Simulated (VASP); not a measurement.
Set up this calculation in VASP 6.6.1, as the native input.

| Item | Value |
| --- | --- |
| Task | single point |
| Functional | PBE |
| Potentials or basis | VASP PAW PBE potentials, release 64 (Ga_d) |
| Cutoff | 520 eV |
| k mesh | 17 × 17 × 15 |
| Occupations | fermi-dirac, width 0.05 eV |
| Spin | no spin polarisation |
| Dipole correction | no |
| Further INCAR settings | ALGO = Normal; EDIFF = 1e-06; NBANDS = 12 |

The structure of Ga lies in POSCAR:

```
Ga
1.0
    2.1833885843      0.0000000000      0.0000000000
   -1.0916942922      1.8908699804      0.0000000000
    0.0000000000      0.0000000000      2.1121792804
Ga
1
Direct
    0.0000000000      0.0000000000      0.0000000000
```

This cell differs from its parent crystal: volume scaled by 0.45.

One way to write it, as run:

INCAR

```
SYSTEM = Ga
  ALGO = Normal
  EDIFF = 1E-6
  ENCUT = 520
  GGA = PE
  ISIF = 2
  ISMEAR = -1
  LASPH = .True.
  LCHARG = .False.
  LREAL = .False.
  LWAVE = .False.
  NBANDS = 12
  NELM = 60
  PREC = Accurate
  SIGMA = 0.05
```

KPOINTS

```
k-points
0
Gamma
  17 17 15
  0 0 0
```

Potentials or basis: VASP PAW PBE potentials, release 64 (Ga_d).

The run is started by

```sh
$ cat potpaw_PBE.64/Ga_d/POTCAR > POTCAR
$ mpirun -np 1 vasp_std > vasp.out
```

Results of the run:

| Quantity | Value |
| --- | --- |
| Pressure | 276.3 GPa |

Run time: 7 s on 1 thread of Intel(R) Xeon(R) 6975P-C (Granite Rapids), with other jobs on the host, peak memory 0.13 GiB.
